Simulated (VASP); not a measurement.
NaPd:

```
Na Pd
1.0
     5.18488    0.00000    0.00000
    -2.59244    4.49024    0.00000
     0.00000    0.00000    4.73553
Na Pd
3 3
Direct
  0.25000 0.00000 0.00000
  0.00000 0.25000 0.00000
  0.75000 0.75000 0.00000
  0.25000 0.00000 0.50000
  0.00000 0.25000 0.50000
  0.75000 0.75000 0.50000
```

The cell was generated, and may not be a known phase.

```yaml
Program: VASP 6.6.1
Task: relaxation of cell and atoms
Functional: PBE
Potentials_or_basis: VASP PAW PBE potentials, release 64 (Na_pv, Pd)
Cutoff: 600 eV
k_mesh: 6 × 6 × 4
Occupations: gaussian, width 0.1 eV
Spin: no spin polarisation
```

At the start: pressure 28.1 GPa; volume 18.37 Å³/atom.

**Question.** How do energy, volume and symmetry change on relaxing?

**Answer.** Over 10 steps the energy falls by 994.0 meV/atom and the volume is 18.96 Å³/atom (+3.2 %); space group P-62m (No. 189, to 0.1 Å) before, P6/mmm (No. 191, to 0.1 Å).

Step by step:
```
step  energy change (eV)  largest force (eV/Å)  pressure (GPa)  volume (Å³)
   1              0.0000                9.1940           28.07       110.25
   2             -3.5624                0.8386           -6.08       169.88
   3             -4.2724                1.3330           -2.28       138.80
   4             -4.8355                1.2008           -3.13       134.36
   5             -5.4723                0.8797           -2.16       123.42
   6             -5.8541                0.4619            0.31       113.83
   7             -5.8845                0.2390            1.86       110.39
   8             -5.9610                0.0165           -0.36       114.43
   9             -5.9642                0.0425           -0.03       113.71
  10             -5.9642                0.0398           -0.05       113.78
```

Final structure:
```yaml
crystal:
  lattice:
    - [4.94904, 0.00000, 0.00000]
    - [-2.47452, 4.28600, 0.00000]
    - [0.00000, 0.00000, 5.36406]
  atoms:
    - { symbol: Na, position: [0.33251, 0.00000, 0.00000] }
    - { symbol: Na, position: [0.00000, 0.33251, 0.00000] }
    - { symbol: Na, position: [0.66749, 0.66749, 0.00000] }
    - { symbol: Pd, position: [0.33204, 0.00000, 0.50000] }
    - { symbol: Pd, position: [0.00000, 0.33204, 0.50000] }
    - { symbol: Pd, position: [0.66796, 0.66796, 0.50000] }
```
